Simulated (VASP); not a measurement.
Set up this calculation in VASP 6.6.1, as the native input.

```yaml
Task: single point
Functional: PBEsol
Potentials_or_basis: VASP PAW PBE potentials, release 64 (Ta_pv, Cu)
Cutoff: 520 eV
k_mesh: 9 × 9 × 9
Occupations: fermi-dirac, width 0.05 eV
Spin: no spin polarisation
Dipole_correction: no
Further_INCAR_settings: ALGO = Normal; EDIFF = 1e-06; NBANDS = 30
```

The structure of Ta3Cu lies in POSCAR:

```
Ta3Cu
1.0
   -1.9609867004      1.9609867004      4.0584243473
    1.9609867004     -1.9609867004      4.0584243473
    1.9609867004      1.9609867004     -4.0584243473
Ta Cu
3 1
Direct
    0.5000000000      0.5000000000      0.0000000000
    0.2500000000      0.7500000000      0.5000000000
    0.7500000000      0.2500000000      0.5000000000
    0.0000000000      0.0000000000      0.0000000000
```

One way to write it, as run:

INCAR

```
SYSTEM = Ta3Cu
PREC = Accurate
ENCUT = 520
EDIFF = 1E-6
ISMEAR = -1
SIGMA = 0.05
LREAL = .False.
LASPH = .True.
NELM = 100
ALGO = Normal
ISIF = 2
LWAVE = .False.
LCHARG = .False.
GGA = PS
NBANDS = 30
```

KPOINTS

```
Automatic mesh
0
Gamma
  9 9 9
  0 0 0
```

Potentials or basis: VASP PAW PBE potentials, release 64 (Ta_pv, Cu).

Run with:

```console
$ cat potpaw_PBE.64/Ta_pv/POTCAR potpaw_PBE.64/Cu/POTCAR > POTCAR
$ mpirun -np 1 vasp_std > vasp.out
```

Results of the run:

| Property | Result |
| --- | --- |
| Pressure | 10.5 GPa |
| Band gap on the k mesh | zero (bands 22 and 23 overlap by 1.55 eV) |

Caveat: the cell stands under pressure; the PAW data sets were made with another functional, which shifts forces and pressure a little; spin-orbit coupling is left out, which moves the levels of the heavy elements.

It took 2.9 min on 1 thread of AMD EPYC 9R45 96-Core Processor (Zen 5), with other jobs on the host, peak memory 0.28 GiB.
